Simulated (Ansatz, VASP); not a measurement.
## Cu: VASP beside Ansatz

The input INCAR:

```
SYSTEM = Cu
PREC = Accurate ; ENCUT = 520
EDIFF = 1E-7 ; ISMEAR = 0
SIGMA = 0.15 ; LREAL = .FALSE.
LASPH = .TRUE. ; NELM = 100
ALGO = Fast ; ISIF = 2
LWAVE = .FALSE. ; LCHARG = .FALSE.
GGA = PS ; NBANDS = 18
```

KPOINTS

```
regular mesh
0
G
  30 30 14
  0 0 0
```

Contents of POSCAR:

```
Cu
1.0
    2.5836058010      0.0000000000      0.0000000000
   -1.2918029005      2.1828958605      0.0000000000
    0.0000000000      0.0000000000      4.1165232668
Cu
2
Direct
    0.3333333333      0.6666666667      0.2500000000
    0.6666666667      0.3333333333      0.7500000000
```

Input for Ansatz:

```yaml
crystal:
  lattice:
    - [2.583605801, 0.0, 0.0]
    - [-1.2918029005, 2.1828958605, 0.0]
    - [0.0, 0.0, 4.1165232668]
  atoms:
    - { symbol: Cu, position: [0.3333333333, 0.6666666667, 0.25] }
    - { symbol: Cu, position: [0.6666666667, 0.3333333333, 0.75] }
basis:
  ecutwfc: 420
kpoints:
  mp_grid: { grid: [30, 30, 14] }
hamiltonian:
  xc: pbesol
scf:
  occupations: { method: gaussian, width: 0.15 }
output:
  forces: true
  stress: true
  eigenvalues: true
  write_density: true
  write_potential: true
  elf: true
  volumetric_format: npy
```

Change from the starting cell: strain +0.0250 x Voigt [1, 0, 0, 0, 0, 0], atoms carried along.

Alike in both runs: task single point; functional PBEsol; k mesh 30 × 30 × 14; occupations gaussian, width 0.15 eV; no spin polarisation.

|  | VASP | Ansatz |
| --- | --- | --- |
| version | VASP 6.6.1 | Ansatz 0.2.0 |
| potentials or method | VASP PAW PBE potentials, release 64 (Cu), cutoff 520 eV | scalar-relativistic, plane waves, PAW |
| valence electrons in the cell | 22 | 38 |

```tsv
	VASP	Ansatz	Ansatz less VASP
gap on the k mesh at the Fermi level (eV)	none	none	-
pressure (GPa)	-3.0	-3.8	-0.77
traceless stress, the component that is largest in VASP (GPa)	-2.50	-2.53	-0.027
rms of the force components (eV/Å)	0.025	0.025	+0.0001
```

VASP's potentials were made for PBE, not for PBEsol. Atom by atom the forces differ by 0.000 eV/Å (rms over components). A gap of «none» marks a metal or a gap that the smearing closes. VASP's potentials hold 22 valence electrons a cell and Ansatz's 38, so a difference there can come from the potentials and not from the codes.
